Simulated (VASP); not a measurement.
# Sr (Fm-3m) in VASP: notebook

Runs on Sr. Level: LDA. Tasks: single point, relaxation of cell and atoms.

All numbers are computed with VASP 6.6.1; they aren't measurements. Logs are shortened: lines on timing, memory, paths and dates and some standing lists are left out, and cuts for length are marked.

### 1 The cell of the first run

Symmetry: Fm-3m, No. 225, cubic system. The conventional cell has a = 5.798 Å, b = 5.798 Å, c = 5.798 Å, α = 90.00°, β = 90.00°, γ = 90.00°. Sr (site symmetry m-3m) has 12 Sr at 4.10 Å within 5.4 Å.

### 2 Single point, LDA

The input, INCAR:

```
PREC = Accurate ; ENCUT = 500
EDIFF = 1E-6 ; ISMEAR = 1
SIGMA = 0.05 ; LREAL = F
LASPH = T ; NELM = 120
ALGO = Normal ; ISIF = 2
LWAVE = F ; LCHARG = F
NBANDS = 11 ; GGA_COMPAT = F
```

The input, KPOINTS:

```
Automatic mesh
0
Gamma
  12 12 12
```

The input, POSCAR:

```
Sr
1.0
    0.0000000000      2.8989417057      2.8989417057
    2.8989417057      0.0000000000      2.8989417057
    2.8989417057      2.8989417057      0.0000000000
Sr
1
Direct
    0.0000000000      0.0000000000      0.0000000000
```

Potentials or basis: VASP PAW LDA potentials, release 64 (Sr_sv).

Started as:

```bash
$ cat potpaw_LDA.64/Sr_sv/POTCAR > POTCAR
$ mpirun -np 1 vasp_std > vasp.out
```

OUTCAR:

```text
PREC = Accurate
   ENCUT = 500
   EDIFF = 1E-6
   ISMEAR = 1
   LREAL = F
   LASPH = T
   NELM = 120
   ISIF = 2

 ion  position               nearest neighbor table
   1  0.000  0.000  0.000-

  LATTYP: Found a face centered cubic cell.
 ALAT       =     5.7978834114

  Lattice vectors:

 A1 = (   0.0000000000,   2.8989417057,   2.8989417057)
 A2 = (   2.8989417057,   0.0000000000,   2.8989417057)
 A3 = (   2.8989417057,   2.8989417057,   0.0000000000)

Analysis of symmetry for initial positions (statically):
=====================================================================
 Subroutine PRICEL returns:
 Original cell was already a primitive cell.

 Routine SETGRP: Setting up the symmetry group for a
 face centered cubic supercell.

 Subroutine GETGRP returns: Found 48 space group operations
 (whereof 48 operations were pure point group operations)
 out of a pool of 48 trial point group operations.

The static configuration has the point symmetry O_h .

Analysis of symmetry for dynamics (positions and initial velocities):
=====================================================================
 Subroutine PRICEL returns:
 Original cell was already a primitive cell.

 Routine SETGRP: Setting up the symmetry group for a
 face centered cubic supercell.

 Subroutine GETGRP returns: Found 48 space group operations
 (whereof 48 operations were pure point group operations)
 out of a pool of 48 trial point group operations.

The dynamic configuration has the point symmetry O_h .

 Subroutine INISYM returns: Found 48 space group operations
 (whereof 48 operations are pure point group operations),
 and found     1 'primitive' translations

----------------------------------------------------------------------------------------

                                     Primitive cell

  volume of cell :      48.7246

  direct lattice vectors                    reciprocal lattice vectors
     0.000000000  2.898941706  2.898941706    -0.172476735  0.172476735  0.172476735
     2.898941706  0.000000000  2.898941706     0.172476735 -0.172476735  0.172476735
     2.898941706  2.898941706  0.000000000     0.172476735  0.172476735 -0.172476735

  length of vectors
     4.099722677  4.099722677  4.099722677     0.298738468  0.298738468  0.298738468

  position of ions in fractional coordinates (direct lattice)
     0.000000000  0.000000000  0.000000000

  ion indices of the primitive-cell ions
   primitive index   ion index
                 1           1
[... 78 lines left out ...]
   ISIF   =      2    stress and relaxation
   ISYM   =      2    0-nonsym 1-usesym 2-fastsym
   POTIM  = 0.5000    time-step for ionic-motion
   TEBEG  =    0.0;   TEEND  =   0.0 temperature during run
   PSTRESS=    0.0 pullay stress
   NELECT =      10.0000    total number of electrons
   NUPDOWN=      -1.0000    fix difference up-down
   EMIN   =  10.00;   EMAX   =-10.00  energy-range for DOS
   EFERMI =   0.00;   METHOD = LEGACY
   ISMEAR =     1;   SIGMA  =   0.05  broadening in eV -4-tet -1-fermi 0-gaus
   EFERMI_NEDOS =   21; number of points for ismear=-14 and -15
   IALGO  =     38    algorithm
   IMIX   =      4    mixing-type and parameters
     AMIX     =   0.40;   BMIX     =  1.00
     AMIX_MAG =   1.60;   BMIX_MAG =  1.00
  volume/ion in A,a.u.               =      48.72       328.81
  Fermi-wavevector in a.u.,A,eV,Ry     =   0.965662  1.824837 12.687487  0.932504
  Thomas-Fermi vector in A             =   2.095398
   LORBIT       =      0    0 simple, 1 ext, 2 COOP (PROOUT), +10 PAW based schemes
   GGA     = CA    functional components
   LHFCALC =     F    Hartree Fock is set to
   AEXX    =    0.0000 exact exchange contribution
   IVDW    =     0    specifies the selected vdW correction
   LEPSILON=     F    determine dielectric tensor
   LRPA    =     F    only Hartree local field effects (RPA)
 non-spin polarized calculation
 Methfessel and Paxton  Order N= 1 SIGMA  =   0.05
  energy-cutoff  :      500.00
  volume of cell :       48.72
 maximum number of plane-waves:      1258
 NGX is ok and might be reduce to    30
   NGX = 15   NGY = 15   NGZ = 15

 number of electron      10.0000000 magnetization

 Free energy of the ion-electron system (eV)
  ---------------------------------------------------
  ext. energy  EPLUGINS =         0.00000000
  ---------------------------------------------------
  free energy    TOTEN  =        -1.89736415 eV

  energy without entropy =       -1.89738716  energy(sigma->0) =       -1.89737182

 E-fermi :   1.8717     XC(G=0):  -7.9452

 val. band max:        1.8447104623   @ k =  -0.3333   0.3333   0.1667
 cond. band min:       1.8973052768   @ k =  -0.3333   0.3333   0.1667
 fundamental gap:      0.0525948145
 Fermi energy:         1.8716536621

 k-point     1 :       0.0000    0.0000    0.0000
  band No.  band energies     occupation
      1     -34.3808      2.00000
      2     -16.3343      2.00000
      3     -16.3343      2.00000
      4     -16.3343      2.00000
      5      -1.9922      2.00000
      6       4.2183      0.00000
      7       4.2183      0.00000
      8       4.2183      0.00000
      9       5.8794      0.00000
     10       5.8794      0.00000
     11       9.3954      0.00000
[... 309 lines left out ...]
 k-point    24 :      -0.4167    0.1667    0.0000
  band No.  band energies     occupation
      1     -34.3528      2.00000
      2     -16.6135      2.00000
      3     -16.4314      2.00000
      4     -16.3867      2.00000
      5       1.0291      2.00000
      6       2.0793     -0.00000
      7       3.4423      0.00000
      8       4.4248      0.00000
      9       6.7293      0.00000
     10       7.1150      0.00000
     11       7.9162      0.00000

 [... further k-points ...]

------------------------ aborting loop because EDIFF is reached ----------------------------------------

  FORCE on cell =-STRESS in cart. coord.  units (eV):
  Direction    XX          YY          ZZ          XY          YZ          ZX
  --------------------------------------------------------------------------------------
  -------------------------------------------------------------------------------------
  Total       -0.0132642     -0.0132642     -0.0132642      0.0000000      0.0000000     -0.0000000
  in kB       -0.4361559     -0.4361559     -0.4361559      0.0000000      0.0000000     -0.0000000
  external PRESSURE =      -0.4361559 kB  Pullay stress =       0.0000000 kB

 VOLUME and BASIS-vectors are now :
 -----------------------------------------------------------------------------
  energy-cutoff  :      500.00
  volume of cell :       48.72
      direct lattice vectors                 reciprocal lattice vectors
     0.000000000  2.898941706  2.898941706    -0.172476735  0.172476735  0.172476735
     2.898941706  0.000000000  2.898941706     0.172476735 -0.172476735  0.172476735
     2.898941706  2.898941706  0.000000000     0.172476735  0.172476735 -0.172476735

 POSITION                                       TOTAL-FORCE (eV/Angst)
 -----------------------------------------------------------------------------------
      0.00000      0.00000      0.00000         0.000000     -0.000000      0.000000
 -----------------------------------------------------------------------------------
    total drift:                               -0.000000     -0.000000      0.000000

  FREE ENERGIE OF THE ION-ELECTRON SYSTEM (eV)
  ---------------------------------------------------
  free  energy   TOTEN  =        -1.8973641458 eV

  energy  without entropy=       -1.8973871640  energy(sigma->0) =       -1.89737182
```

It took 20 s on 1 thread of Intel Xeon Platinum 8488C (Sapphire Rapids), shared host; peak memory 0.16 GiB.

What came out:

| Item | Value |
| --- | --- |
| Free energy | -1.8974 eV |
| Pressure | 0.0 GPa |

Levels at points of the mesh, in eV from the Fermi level:
```
           k point  band 2  band 3  band 4  band 5  band 6  band 7  band 8  band 9
(0.00, 0.00, 0.00)  -18.21  -18.21  -18.21   -3.86    2.35    2.35    2.35    4.01
(0.50, 0.00, 0.00)  -18.51  -18.25  -18.25   -1.26    0.29    2.18    2.18    5.21
(0.50, 0.50, 0.00)  -18.49  -18.32  -18.32   -0.83    0.15    1.38    5.22    5.56
```

### 3 Relaxation of cell and atoms, LDA

This run uses another cell than the first one, of 56.19 Å³/atom.

The input, INCAR:

```
PREC     = Accurate       # precision mode
ENCUT    = 500            # plane-wave cutoff, eV
EDIFF    = 1E-7           # SCF threshold, eV
ISMEAR   = 1              # smearing method
SIGMA    = 0.05           # smearing width, eV
LREAL    = F              # projectors in reciprocal space
LASPH    = T              # aspherical terms in the spheres
NELM     = 120            # most SCF steps
ALGO     = Normal         # electronic algorithm
ISIF     = 3              # what is computed and relaxed
LWAVE    = F              # write WAVECAR
LCHARG   = F              # write CHGCAR
GGA      = CA             # functional
IBRION   = 2              # ionic algorithm
NSW      = 80             # ionic steps
EDIFFG   = -0.03          # ionic threshold
GGA_COMPAT= F            
NELMIN   = 4
```

The input, KPOINTS:

```
regular mesh
0
Gamma
  12 12 12
```

The input, POSCAR:

```
Sr
1.0
    0.0000000000      3.0400000000      3.0400000000
    3.0400000000      0.0000000000      3.0400000000
    3.0400000000      3.0400000000      0.0000000000
Sr
1
Direct
    0.0000000000      0.0000000000      0.0000000000
```

Potentials or basis: VASP PAW LDA potentials, release 64 (Sr_sv).

Started as:

```bash
$ cat potpaw_LDA.64/Sr_sv/POTCAR > POTCAR
$ mpirun -np 1 vasp_std > vasp.out
```

Wall time 40 s (1 thread of Intel Xeon Platinum 8488C (Sapphire Rapids), shared host); peak memory 0.18 GiB.

The run converged. Its results:

| Quantity | Value |
| --- | --- |
| Free energy | -1.8977 eV |
| Relaxed volume | 48.91 Å³/atom |
| Relaxed cell | a = 4.105 Å, b = 4.105 Å, c = 4.105 Å, α = 60.00°, β = 60.00°, γ = 60.00° |
| Space group after relaxing (to 0.1 Å) | Fm-3m (No. 225) |
| Energy gained by relaxing | 43.1 meV/atom |
| Ionic steps | 3 |
| Pressure after relaxing | -0.1 GPa |

Step by step:
| step | energy change (eV) | largest force (eV/Å) | pressure (GPa) | volume (Å³) |
| --- | --- | --- | --- | --- |
| 1 | 0.0000 | 0.0000 | -1.64 | 56.19 |
| 2 | -0.0354 | 0.0000 | -0.79 | 51.63 |
| 3 | -0.0431 | 0.0000 | -0.09 | 48.91 |

Final structure:
```
CELL_PARAMETERS angstrom
0.00000 2.90261 2.90261
2.90261 0.00000 2.90261
2.90261 2.90261 0.00000
ATOMIC_POSITIONS crystal
Sr 0.00000 0.00000 0.00000
```

Levels at points of the mesh, in eV from the Fermi level:
| k point | band 3 | band 4 | band 5 | band 6 | band 7 | band 8 |
| --- | --- | --- | --- | --- | --- | --- |
| (0.00, 0.00, 0.00) | -18.21 | -18.21 | -3.86 | 2.34 | 2.34 | 2.34 |
| (0.50, 0.00, 0.00) | -18.25 | -18.25 | -1.26 | 0.28 | 2.17 | 2.17 |
| (0.50, 0.50, 0.00) | -18.32 | -18.32 | -0.82 | 0.16 | 1.37 | 5.21 |
